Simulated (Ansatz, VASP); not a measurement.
**Co: VASP beside Ansatz**

```
Co
1.0
     2.49613    0.00000    0.00000
    -1.24807    2.16171    0.00000
     0.00000    0.00000    4.01553
Co
2
Direct
  0.33333 0.66667 0.25000
  0.66667 0.33333 0.75000
```

Alike in both runs: functional BLYP; k mesh 14 × 14 × 8; occupations fermi-dirac, width 0.1 eV; no spin polarisation.

Ansatz relaxed the structure, and its values are those at the end. VASP's run is a single point on that final structure, the one shown.

|  | VASP | Ansatz |
| --- | --- | --- |
| version | VASP 6.6.1 | Ansatz 0.2.0 |
| potentials or method | VASP PAW PBE potentials, release 64 (Co), cutoff 520 eV | plane waves (420 eV) with PAW, scalar-relativistic |
| valence electrons in the cell | 18 | 34 |

VASP gave:

| Property | Result |
| --- | --- |
| pressure (GPa) | -0.2 |

What did Ansatz give for the same quantities?

Pressure (GPa): 0.0.

VASP's potentials were made for PBE, not for BLYP. VASP's potentials hold 18 valence electrons a cell and Ansatz's 34, so a difference there can come from the potentials and not from the codes.
